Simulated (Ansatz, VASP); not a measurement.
**CdSe in VASP and in Ansatz**

```
Cd Se
1.0
     4.25391    0.00000    0.00000
    -2.12695    3.68399    0.00000
     0.00000    0.00000    6.93511
Cd Se
2 2
Cartesian
  0.0000 2.4560 -0.0028
  2.1270 1.2280 3.4648
  0.0000 2.4560 2.6035
  2.1270 1.2280 6.0710
```

Change from the starting cell: hydrostatic strain -2.0%.

Alike in both runs: task single point; functional PBE; k mesh 12 × 12 × 4; occupations fermi-dirac, width 0.02 eV; no spin polarisation.

|  | VASP | Ansatz |
| --- | --- | --- |
| version | VASP 6.6.1 | Ansatz 0.2.0 |
| potentials or method | VASP PAW PBE potentials, release 64 (Cd, Se) | plane waves, PAW |
| plane-wave cutoff (eV) | 500 | 420 |
| valence electrons in the cell | 36 | 72 |

|  | VASP | Ansatz | Ansatz less VASP |
| --- | --- | --- | --- |
| gap on the k mesh at the Fermi level (eV) | 0.75 | 0.74 | -0.001 |
| pressure (GPa) | 5.4 | 5.0 | -0.37 |
| traceless stress, the component that is largest in VASP (GPa) | 0.09 | 0.09 | -0.005 |

VASP's potentials hold 36 valence electrons a cell and Ansatz's 72, so a difference there can come from the potentials and not from the codes.
